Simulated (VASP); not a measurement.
Here is a VASP 6.6.1 calculation.

The input INCAR:

```
SYSTEM = P
ALGO = Normal ; EDIFF = 1E-6
ENCUT = 520 ; GGA = PE
ISIF = 2 ; ISMEAR = 0
LASPH = .TRUE. ; LCHARG = .FALSE.
LREAL = .FALSE. ; LWAVE = .FALSE.
NBANDS = 8 ; NELM = 60
PREC = Accurate ; SIGMA = 0.1
```

The input KPOINTS:

```
k-points
0
G
  6 6 8
  0 0 0
```

The input POSCAR:

```
P
1.0
    3.0537156100      0.0000000000      0.0000000000
    0.0000000000      3.0537156100      0.0000000000
    0.0000000000      0.0000000000      2.1455464300
P
1
Direct
    0.0000000000      0.0000000000      0.0000000000
```

Potentials or basis: VASP PAW PBE potentials, release 64 (P).

Command:

```sh
$ cat potpaw_PBE.64/P/POTCAR > POTCAR
$ mpirun -np 1 vasp_std > vasp.out
```

(1) Estimate the pressure.

Results:

(1) -1.1 GPa.

Caveat: the k points lie up to 0.37 Å⁻¹ apart.
